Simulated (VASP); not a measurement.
# InAs (F-43m) in VASP: notebook

InAs is run at these levels: LDA; tasks: vibrations by perturbation theory.

All numbers are computed with VASP 6.6.1; they aren't measurements. Logs are shortened: lines on timing, memory, paths and dates and some standing lists are left out, and cuts for length are marked.

## Step 1: The cell of the first run

The structure is cubic, space group F-43m (No. 216). Conventional cell: a = 5.842 Å, b = 5.842 Å, c = 5.842 Å, α = 90.00°, β = 90.00°, γ = 90.00°. Within 3.3 Å of In (site symmetry -43m) lie 4 As at 2.53 Å. As (site symmetry -43m) has 4 In at 2.53 Å within 3.3 Å.

## Step 2: Vibrations by perturbation theory, LDA

The input, INCAR:

```
PREC = Accurate
ENCUT = 520
EDIFF = 1E-8
ISMEAR = -1
SIGMA = 0.15
LREAL = F
LASPH = T
NELM = 80
ALGO = Normal
ISIF = 2
LWAVE = F
LCHARG = F
GGA = CA
NBANDS = 16
IBRION = 8
NSW = 1
```

The input, KPOINTS:

```
regular mesh
0
Gamma
  12 12 12
```

The input, POSCAR:

```
InAs
1.0
    0.0000000000      2.9207691722      2.9207691722
    2.9207691722      0.0000000000      2.9207691722
    2.9207691722      2.9207691722      0.0000000000
In As
1 1
Direct
    0.0000000000      0.0000000000      0.0000000000
    0.7500000000      0.7500000000      0.7500000000
```

Potentials or basis: VASP PAW LDA potentials, release 64 (In_d, As).

Run with:

```
cat potpaw_LDA.64/In_d/POTCAR potpaw_LDA.64/As/POTCAR > POTCAR
mpirun -np 1 vasp_std > vasp.out
```

OUTCAR:

```text
PREC = Accurate
   ENCUT = 520
   EDIFF = 1E-8
   ISMEAR = -1
   LREAL = F
   LASPH = T
   NELM = 80
   ISIF = 2
   GGA = CA
   IBRION = 8
   NSW = 1

 ion  position               nearest neighbor table
   1  0.000  0.000  0.000-   2 2.53   2 2.53   2 2.53   2 2.53
   2  0.750  0.750  0.750-   1 2.53   1 2.53   1 2.53   1 2.53

  LATTYP: Found a face centered cubic cell.
 ALAT       =     5.8415383444

  Lattice vectors:

 A1 = (   0.0000000000,   2.9207691722,   2.9207691722)
 A2 = (   2.9207691722,   0.0000000000,   2.9207691722)
 A3 = (   2.9207691722,   2.9207691722,   0.0000000000)

Analysis of symmetry for initial positions (statically):
=====================================================================
 Subroutine PRICEL returns:
 Original cell was already a primitive cell.

 Routine SETGRP: Setting up the symmetry group for a
 face centered cubic supercell.

 Subroutine GETGRP returns: Found 24 space group operations
 (whereof 24 operations were pure point group operations)
 out of a pool of 48 trial point group operations.

The static configuration has the point symmetry T_d .

Analysis of symmetry for dynamics (positions and initial velocities):
=====================================================================
 Subroutine PRICEL returns:
 Original cell was already a primitive cell.

 Routine SETGRP: Setting up the symmetry group for a
 face centered cubic supercell.

 Subroutine GETGRP returns: Found 24 space group operations
 (whereof 24 operations were pure point group operations)
 out of a pool of 48 trial point group operations.

The dynamic configuration has the point symmetry T_d .

 Subroutine INISYM returns: Found 24 space group operations
 (whereof 24 operations are pure point group operations),
 and found     1 'primitive' translations

----------------------------------------------------------------------------------------

[... 614 lines left out ...]
  external PRESSURE =      72.5064307 kB  Pullay stress =       0.0000000 kB

 VOLUME and BASIS-vectors are now :
 -----------------------------------------------------------------------------
  energy-cutoff  :      520.00
  volume of cell :       49.83
      direct lattice vectors                 reciprocal lattice vectors
     0.000000000  2.920769172  2.920769172    -0.171187783  0.171187783  0.171187783
     2.920769172  0.000000000  2.920769172     0.171187783 -0.171187783  0.171187783
     2.920769172  2.920769172  0.000000000     0.171187783  0.171187783 -0.171187783

 POSITION                                       TOTAL-FORCE (eV/Angst)
 -----------------------------------------------------------------------------------
      0.00000      0.00000      0.00000        -0.000000     -0.000000     -0.000000
      4.38115      4.38115      4.38115         0.000000      0.000000      0.000000
 -----------------------------------------------------------------------------------
    total drift:                               -0.000000     -0.000000     -0.000000

  FREE ENERGIE OF THE ION-ELECTRON SYSTEM (eV)
  ---------------------------------------------------
  free  energy   TOTEN  =        -8.9259972380 eV

  energy  without entropy=       -8.9241395789  energy(sigma->0) =       -8.92506841

[... ionic steps 2 to 3 ...]

--------------------------------------- Ionic step        4  -------------------------------------------

------------------------ aborting loop because EDIFF is reached ----------------------------------------

[... ionic steps 5 to 6 ...]

--------------------------------------- Ionic step        7  -------------------------------------------

 Free energy of the ion-electron system (eV)
  ---------------------------------------------------
  ---------------------------------------------------
  free energy    TOTEN  =        -0.04633680 eV

  energy without entropy =       -0.04633680

------------------------ aborting loop because EDIFF is reached ----------------------------------------

 INTERNAL STRAIN TENSOR  FOR ION    2  DIRECTION 1   (eV/Angst):
 -----------------------------------------------------------------------------
    -0.00524  0.00000  0.00000
     0.00000  0.00326 11.90851
     0.00000 11.90851  0.00326

 INTERNAL STRAIN TENSOR FOR ION    2 for displacements in x,y,z  (eV/Angst):
          X           Y           Z          XY          YZ          ZX
  --------------------------------------------------------------------------------
  x     0.00000     0.00000     0.00000     0.00000    11.90851     0.00000
  y     0.00000     0.00000     0.00000     0.00000     0.00000    11.90851
  z     0.00000     0.00000     0.00000    11.90851     0.00000     0.00000

 SECOND DERIVATIVES (NOT SYMMETRIZED)
 ------------------------------------
               1X          1Y          1Z          2X          2Y          2Z
  1X    -9.921089    0.000000    0.000000    9.921089    0.000000    0.000000
  1Y     0.000000   -9.921089    0.000000    0.000000    9.921089    0.000000
  1Z     0.000000    0.000000   -9.921089    0.000000    0.000000    9.921089
  2X     9.898385    0.000000    0.000000   -9.898385    0.000000    0.000000
  2Y     0.000000    9.898385    0.000000    0.000000   -9.898385    0.000000
  2Z     0.000000    0.000000    9.898385    0.000000    0.000000   -9.898385

 Eigenvectors and eigenvalues of the dynamical matrix
 ----------------------------------------------------

   1 f  =    7.307988 THz    45.917442 2PiTHz  243.768238 cm-1    30.223396 meV
             X         Y         Z           dx          dy          dz
      0.000000  0.000000  0.000000     0.000000    0.628816    0.000000
      4.381154  4.381154  4.381154     0.000000   -0.777554    0.000000
[... 21 lines left out ...]
   6 f/i=    0.004093 THz     0.025718 2PiTHz    0.136534 cm-1     0.016928 meV
             X         Y         Z           dx          dy          dz
      0.000000  0.000000  0.000000     0.000000    0.000000    0.777554
      4.381154  4.381154  4.381154     0.000000    0.000000    0.628816

--------------------------------------------------------------------------------------------------------

 ELASTIC MODULI CONTR FROM IONIC RELAXATION (kBar)
 Direction    XX          YY          ZZ          XY          YZ          ZX
 --------------------------------------------------------------------------------
 XX          -0.0000     -0.0000     -0.0000     -0.0000      0.0000     -0.0000
 YY          -0.0000     -0.0000     -0.0000     -0.0000     -0.0000      0.0000
 ZZ          -0.0000     -0.0000     -0.0000     -0.0000     -0.0000     -0.0000
 XY          -0.0000     -0.0000     -0.0000   -454.7691     -0.0000      0.0000
 YZ           0.0000     -0.0000     -0.0000     -0.0000   -454.7691      0.0000
 ZX          -0.0000      0.0000     -0.0000      0.0000      0.0000   -454.7691
 --------------------------------------------------------------------------------
```

stdout:

```text
POSCAR found type information on POSCAR InAs
 POSCAR found :  2 types and       2 ions
 scaLAPACK will be used
 LDA part: xc-table for (Slater(with rela. corr.)+CA(PZ))
 , standard interpolation
 POSCAR, INCAR and KPOINTS ok, starting setup
 FFT: planning ... GRIDC
 FFT: planning ... GRID_SOFT
 FFT: planning ... GRID
 WAVECAR not read
 entering main loop
 Linear response reoptimize wavefunctions to high precision
 Linear response DOF=           2
 Linear response progress:
 first order change of Fermi-energy  -0.26914E-04
 force on displaced ion       1 direction 1 :  -9.921   0.000   0.000
 Linear response progress:
 first order change of Fermi-energy   0.24051E-03
 force on displaced ion       2 direction 1 :  -9.898  -0.000  -0.000
 Linear response finished
```

Run time: 4.3 min. Hardware: 1 thread of Intel Xeon 6975P-C (Granite Rapids), shared host; peak memory 0.56 GiB.

What came out:

```yaml
Highest_phonon_frequency_at_Γ_LO-TO_splitting_left_out: 244 cm⁻¹
```

Phonon frequencies in cm⁻¹ (negative: imaginary):
```tsv
q point	frequencies
(0.000, 0.000, 0.000)	0 0 0 244 244 244
```

Caveat: the cell stands under pressure or tension, which shifts response properties; spin-orbit coupling is left out, which moves the levels of the heavy elements.

(Part 1 of 2 ends here.)
